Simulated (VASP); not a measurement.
# Mg2Cd3Te5 (I-4m2) in VASP: single point with PBE

Aim: the single point of Mg2Cd3Te5 with PBE.

Everything below comes from runs of VASP 6.6.1. Logs are shortened: lines on timing, memory, paths and dates and some standing lists are left out, and cuts for length are marked.

### 1 The cell of the first run

Symmetry: I-4m2, No. 119, tetragonal system. Conventional cell: a = 4.655 Å, b = 4.655 Å, c = 32.777 Å, α = 90.00°, β = 90.00°, γ = 90.00°. Mg (site symmetry 2mm) has 4 Te at 2.82 Å within 3.7 Å. Within 3.8 Å of Cd (site symmetry 2mm) lie 4 Te at 2.86 to 2.87 Å. Within 3.8 Å of Cd (site symmetry -4m2) lie 4 Te at 2.87 Å. Within 3.8 Å of Te (site symmetry -4m2) lie 4 Cd at 2.86 Å. Within 3.7 Å of Te (site symmetry 2mm) lie 2 Mg at 2.82 Å and 2 Cd at 2.87 Å. Within 3.7 Å of Te (site symmetry 2mm) lie 2 Mg at 2.82 Å and 2 Cd at 2.87 Å.

### 2 Single point, PBE

File INCAR:

```
PREC     = Accurate       # precision mode
ENCUT    = 520            # plane-wave cutoff, eV
EDIFF    = 1E-6           # SCF threshold, eV
ISMEAR   = 0              # smearing method
SIGMA    = 0.1            # smearing width, eV
LREAL    = False          # projectors in reciprocal space
LASPH    = True           # aspherical terms in the spheres
NELM     = 100            # most SCF steps
ALGO     = Normal         # electronic algorithm
ISIF     = 2              # what is computed and relaxed
LWAVE    = False          # write WAVECAR
LCHARG   = True           # write CHGCAR
GGA      = PE             # functional
LELF     = True           # ELF
LVHAR    = True         
NBANDS   = 46             # bands
```

File KPOINTS:

```
Automatic mesh
0
Gamma
  4 4 4
```

File POSCAR:

```
Mg2Cd3Te5
1.0
    0.0000000000     -4.6554800000      0.0000000000
    4.6554800000      0.0000000000      0.0000000000
   -2.3277400000      2.3277400000     16.3882923000
Mg Cd Te
2 3 5
Direct
    0.5995950000      0.5995950000      0.1991900000
    0.4004050000      0.4004050000      0.8008100000
    0.1992310000      0.1992310000      0.3984620000
    0.8007690000      0.8007690000      0.6015380000
    0.0000000000      0.0000000000      0.0000000000
    0.2500000000      0.7500000000      0.5000000000
    0.8517760000      0.3517760000      0.7035520000
    0.4490090000      0.9490090000      0.8980180000
    0.0509910000      0.5509910000      0.1019820000
    0.6482240000      0.1482240000      0.2964480000
```

Potentials or basis: VASP PAW PBE potentials, release 64 (Mg, Cd, Te).

Run with:

```bash
$ cat potpaw_PBE.64/Mg/POTCAR potpaw_PBE.64/Cd/POTCAR potpaw_PBE.64/Te/POTCAR > POTCAR
$ mpirun -np 1 vasp_std > vasp.out
```

OUTCAR:

```text
PREC = Accurate
   ENCUT = 520
   EDIFF = 1E-6
   ISMEAR = 0
   LREAL = False
   LASPH = True
   NELM = 100
   ISIF = 2
   GGA = PE

 ion  position               nearest neighbor table
   1  0.600  0.600  0.199-   9 2.82   9 2.82  10 2.82  10 2.82
   2  0.400  0.400  0.801-   8 2.82   8 2.82   7 2.82   7 2.82
   3  0.199  0.199  0.398-   6 2.86   6 2.86  10 2.87  10 2.87
   4  0.801  0.801  0.602-   6 2.86   6 2.86   7 2.87   7 2.87
   5  0.000  0.000  0.000-   8 2.87   9 2.87   9 2.87   8 2.87
   6  0.250  0.750  0.500-   3 2.86   4 2.86   4 2.86   3 2.86
   7  0.852  0.352  0.704-   2 2.82   2 2.82   4 2.87   4 2.87
   8  0.449  0.949  0.898-   2 2.82   2 2.82   5 2.87   5 2.87
   9  0.051  0.551  0.102-   1 2.82   1 2.82   5 2.87   5 2.87
  10  0.648  0.148  0.296-   1 2.82   1 2.82   3 2.87   3 2.87

  LATTYP: Found a body centered tetragonal cell.
 ALAT       =     4.6554800000
 C/A-ratio  =     7.0404307612

  Lattice vectors:

 A1 = (  -2.3277400000,  -2.3277400000, -16.3882923000)
 A2 = (   2.3277400000,   2.3277400000, -16.3882923000)
 A3 = (   2.3277400000,  -2.3277400000,  16.3882923000)

Analysis of symmetry for initial positions (statically):
=====================================================================
 Subroutine PRICEL returns:
 Original cell was already a primitive cell.

 Routine SETGRP: Setting up the symmetry group for a
 body centered tetragonal supercell.

 Subroutine GETGRP returns: Found  8 space group operations
 (whereof  8 operations were pure point group operations)
 out of a pool of 16 trial point group operations.

The static configuration has the point symmetry D_2d.

Analysis of symmetry for dynamics (positions and initial velocities):
=====================================================================
 Subroutine PRICEL returns:
 Original cell was already a primitive cell.

 Routine SETGRP: Setting up the symmetry group for a
 body centered tetragonal supercell.

 Subroutine GETGRP returns: Found  8 space group operations
 (whereof  8 operations were pure point group operations)
 out of a pool of 16 trial point group operations.

The dynamic configuration has the point symmetry D_2d.

 Subroutine INISYM returns: Found  8 space group operations
 (whereof  8 operations are pure point group operations),
 and found     1 'primitive' translations

----------------------------------------------------------------------------------------

                                     Primitive cell

  volume of cell :     355.1916

  direct lattice vectors                    reciprocal lattice vectors
     0.000000000 -4.655480000  0.000000000     0.000000000 -0.214800622  0.030509585
     4.655480000  0.000000000  0.000000000     0.214800622  0.000000000  0.030509585
    -2.327740000  2.327740000 16.388292300     0.000000000  0.000000000  0.061019170

  length of vectors
     4.655480000  4.655480000 16.715647505     0.216956544  0.216956544  0.061019170

  position of ions in fractional coordinates (direct lattice)
     0.599595000  0.599595000  0.199190000
     0.400405000  0.400405000  0.800810000
     0.199231000  0.199231000  0.398462000
     0.800769000  0.800769000  0.601538000
     0.000000000  0.000000000  0.000000000
     0.250000000  0.750000000  0.500000000
     0.851776000  0.351776000  0.703552000
     0.449009000  0.949009000  0.898018000
     0.050991000  0.550991000  0.101982000
     0.648224000  0.148224000  0.296448000

  ion indices of the primitive-cell ions
   primitive index   ion index
                 1           1
                 2           2
                 3           3
                 4           4
                 5           5
                 6           6
                 7           7
                 8           8
                 9           9
                10          10

----------------------------------------------------------------------------------------

 KPOINTS: Automatic mesh

Automatic generation of k-mesh.
 Grid dimensions read from file:
 generate k-points for:    4    4    4

 Generating k-lattice:

  Cartesian coordinates                     Fractional coordinates (reciprocal lattice)
     0.000000000 -0.053700156  0.007627396     0.250000000  0.000000000 -0.000000000
     0.053700156  0.000000000  0.007627396     0.000000000  0.250000000 -0.000000000
     0.000000000  0.000000000  0.015254793     0.000000000  0.000000000  0.250000000

  Length of vectors
     0.054239136  0.054239136  0.015254793

  Shift w.r.t. Gamma in fractional coordinates (k-lattice)
     0.000000000  0.000000000  0.000000000

 Subroutine IBZKPT returns following result:
 ===========================================

 Found     13 irreducible k-points:

 Following reciprocal coordinates:
            Coordinates               Weight
  0.000000  0.000000  0.000000      1.000000
  0.250000  0.000000 -0.000000      8.000000
  0.500000  0.000000 -0.000000      4.000000
  0.250000  0.250000 -0.000000      8.000000
  0.500000  0.250000  0.000000     16.000000
 -0.250000  0.250000  0.000000      4.000000
  0.500000  0.500000 -0.000000      2.000000
  0.000000  0.000000  0.250000      2.000000
  0.250000  0.000000  0.250000      8.000000
  0.500000  0.000000  0.250000      4.000000
  0.250000  0.250000  0.250000      4.000000
  0.500000  0.500000  0.250000      2.000000
  0.000000  0.000000  0.500000      1.000000
   k-points           NKPTS =     13   k-points in BZ     NKDIM =     13   number of bands    NBANDS=     46
   number of dos      NEDOS =    301   number of ions     NIONS =     10
   total plane-waves  NPLWV = 163296
   dimension x,y,z NGX =    36 NGY =   36 NGZ =  126
   dimension x,y,z NGXF=    72 NGYF=   72 NGZF=  252
   ions per type =               2   3   5
   NGX,Y,Z   is equivalent  to a cutoff of  12.86, 12.86, 12.53 a.u.
   NGXF,Y,Z  is equivalent  to a cutoff of  25.71, 25.71, 25.06 a.u.
 SYSTEM =  unknown system
   PREC   = accura    normal or accurate (medium, high low for compatibility)
   ISTART =      0    job   : 0-new  1-cont  2-samecut
   ICHARG =      2    charge: 1-file 2-atom 10-const
   ISPIN  =      1    spin polarized calculation?
   LNONCOLLINEAR =      F non collinear calculations
   LSORBIT =      F    spin-orbit coupling
   LASPH  =      T    aspherical Exc in radial PAW
   ENCUT  =  520.0 eV  38.22 Ry    6.18 a.u.   8.66  8.66 31.08*2*pi/ulx,y,z
   NELM   =    100;   NELMIN=  2; NELMDL= -5     # of ELM steps
   EDIFF  = 0.1E-05   stopping-criterion for ELM
   LREAL  =      F    real-space projection
   EDIFFG = 0.1E-04   stopping-criterion for IOM
   NSW    =      0    number of steps for IOM
   IBRION =     -1    ionic relax: 0-MD 1-quasi-New 2-CG
   NFREE  =      0    steps in history (QN), initial steepest desc. (CG)
   ISIF   =      2    stress and relaxation
   ISYM   =      2    0-nonsym 1-usesym 2-fastsym
   POTIM  = 0.5000    time-step for ionic-motion
   TEBEG  =    0.0;   TEEND  =   0.0 temperature during run
   PSTRESS=    0.0 pullay stress
   NELECT =      70.0000    total number of electrons
   NUPDOWN=      -1.0000    fix difference up-down
   EMIN   =  10.00;   EMAX   =-10.00  energy-range for DOS
   EFERMI =   0.00;   METHOD = LEGACY
   ISMEAR =     0;   SIGMA  =   0.10  broadening in eV -4-tet -1-fermi 0-gaus
   EFERMI_NEDOS =   21; number of points for ismear=-14 and -15
   IALGO  =     38    algorithm
   IMIX   =      4    mixing-type and parameters
     AMIX     =   0.40;   BMIX     =  1.00
     AMIX_MAG =   1.60;   BMIX_MAG =  1.00
  volume/ion in A,a.u.               =      35.52       239.70
  Fermi-wavevector in a.u.,A,eV,Ry     =   0.952694  1.800330 12.348992  0.907625
  Thomas-Fermi vector in A             =   2.081280
   LORBIT       =      0    0 simple, 1 ext, 2 COOP (PROOUT), +10 PAW based schemes
   GGA     = PE    functional components
   LHFCALC =     F    Hartree Fock is set to
   AEXX    =    0.0000 exact exchange contribution
   IVDW    =     0    specifies the selected vdW correction
   LEPSILON=     F    determine dielectric tensor
   LRPA    =     F    only Hartree local field effects (RPA)
 non-spin polarized calculation
 Gauss-broadening in eV      SIGMA  =   0.10
  energy-cutoff  :      520.00
  volume of cell :      355.19
 maximum number of plane-waves:      9621
 NGX is ok and might be reduce to    36
   NGX = 17   NGY = 17   NGZ = 63

 number of electron      69.9999996 magnetization

 Free energy of the ion-electron system (eV)
  ---------------------------------------------------
  ext. energy  EPLUGINS =         0.00000000
  ---------------------------------------------------
  free energy    TOTEN  =       -27.15425058 eV

  energy without entropy =      -27.15425058  energy(sigma->0) =      -27.15425058

 E-fermi :   2.2718     XC(G=0):  -8.0964

 val. band max:        1.7959620981   @ k =   0.0000   0.0000   0.0000
 cond. band min:       2.9868182054   @ k =   0.0000   0.0000   0.0000
 fundamental gap:      1.1908561073
 Fermi energy:         2.2718211876

 k-point     1 :       0.0000    0.0000    0.0000
  band No.  band energies     occupation
      1      -8.7816      2.00000
      2      -8.6092      2.00000
      3      -8.5831      2.00000
      4      -8.2864      2.00000
      5      -8.2197      2.00000
      6      -6.0932      2.00000
[... 38 lines left out ...]
     45       6.7108      0.00000
     46       6.7192      0.00000

 k-point     2 :       0.2500    0.0000   -0.0000
  band No.  band energies     occupation
      1      -8.6506      2.00000
      2      -8.5295      2.00000
      3      -8.4691      2.00000
      4      -8.2752      2.00000
      5      -8.2164      2.00000
      6      -6.0831      2.00000
[... 531 lines left out ...]
 k-point    13 :       0.0000    0.0000    0.5000
  band No.  band energies     occupation
      1      -8.7541      2.00000
      2      -8.7006      2.00000
      3      -8.4893      2.00000
      4      -8.3377      2.00000
      5      -8.1984      2.00000
      6      -6.0932      2.00000
[... 38 lines left out ...]
     45       6.3329      0.00000
     46       6.9942      0.00000

------------------------ aborting loop because EDIFF is reached ----------------------------------------

  FORCE on cell =-STRESS in cart. coord.  units (eV):
  Direction    XX          YY          ZZ          XY          YZ          ZX
  --------------------------------------------------------------------------------------
  -------------------------------------------------------------------------------------
  Total        0.3600465      0.3600465     -0.0278249      0.0000000      0.0000000      0.0000000
  in kB        1.6240766      1.6240766     -0.1255111      0.0000000      0.0000000      0.0000000
  external PRESSURE =       1.0408807 kB  Pullay stress =       0.0000000 kB

 VOLUME and BASIS-vectors are now :
 -----------------------------------------------------------------------------
  energy-cutoff  :      520.00
  volume of cell :      355.19
      direct lattice vectors                 reciprocal lattice vectors
     0.000000000 -4.655480000  0.000000000     0.000000000 -0.214800622  0.030509585
     4.655480000  0.000000000  0.000000000     0.214800622  0.000000000  0.030509585
    -2.327740000  2.327740000 16.388292300     0.000000000  0.000000000  0.061019170

 POSITION                                       TOTAL-FORCE (eV/Angst)
 -----------------------------------------------------------------------------------
      2.32774     -2.32774      3.26438         0.000000      0.000000      0.001266
      0.00000      0.00000     13.12391         0.000000      0.000000     -0.001266
     -0.00000      0.00000      6.53011         0.000000     -0.000000      0.001977
      2.32774     -2.32774      9.85818        -0.000000      0.000000     -0.001977
      0.00000      0.00000      0.00000        -0.000000     -0.000000      0.000000
      2.32774      0.00000      8.19415        -0.000000     -0.000000      0.000000
      0.00000     -2.32774     11.53002        -0.000000     -0.000000      0.028937
      2.32774      0.00000     14.71698         0.000000     -0.000000     -0.028212
      2.32774     -0.00000      1.67131        -0.000000      0.000000      0.028212
      0.00000     -2.32774      4.85828        -0.000000     -0.000000     -0.028937
 -----------------------------------------------------------------------------------
    total drift:                               -0.000001     -0.000001     -0.000000

  FREE ENERGIE OF THE ION-ELECTRON SYSTEM (eV)
  ---------------------------------------------------
  free  energy   TOTEN  =       -27.1542505765 eV

  energy  without entropy=      -27.1542505765  energy(sigma->0) =      -27.15425058
```

Wall time 3 min (1 thread of AMD EPYC 7R13 (Zen 3), shared host); peak memory 0.47 GiB.

What came out:

- Free energy: -27.1543 eV
- Pressure: 0.1 GPa
- Largest force: 0.029 eV/Å
- Band gap on the k mesh: 1.19 eV

Forces in eV/Å, atoms in the order of the input:
```
Mg   0.000  0.000  0.001
Mg   0.000  0.000 -0.001
Cd   0.000  0.000  0.002
Cd   0.000  0.000 -0.002
Cd   0.000  0.000  0.000
Te   0.000  0.000  0.000
Te   0.000  0.000  0.029
Te   0.000  0.000 -0.028
Te   0.000  0.000  0.028
Te   0.000  0.000 -0.029
```

Levels at points of the mesh, in eV from the valence-band top:
| k point | band 32 | band 33 | band 34 | band 35 | band 36 | band 37 | band 38 | band 39 |
| --- | --- | --- | --- | --- | --- | --- | --- | --- |
| (0.00, 0.00, 0.00) | -0.52 | -0.04 | 0.00 | 0.00 | 1.19 | 2.70 | 2.77 | 3.08 |
| (0.50, 0.00, 0.00) | -0.58 | -0.55 | -0.52 | -0.48 | 2.07 | 2.53 | 2.91 | 3.31 |
| (0.50, 0.50, 0.00) | -1.58 | -1.57 | -1.47 | -1.47 | 2.67 | 2.76 | 3.16 | 3.23 |
| (0.00, 0.00, 0.50) | -0.26 | -0.26 | -0.13 | -0.13 | 1.86 | 2.05 | 2.83 | 2.96 |

Caveat: spin-orbit coupling is left out, which moves the levels of the heavy elements. A k mesh can miss the band edges.
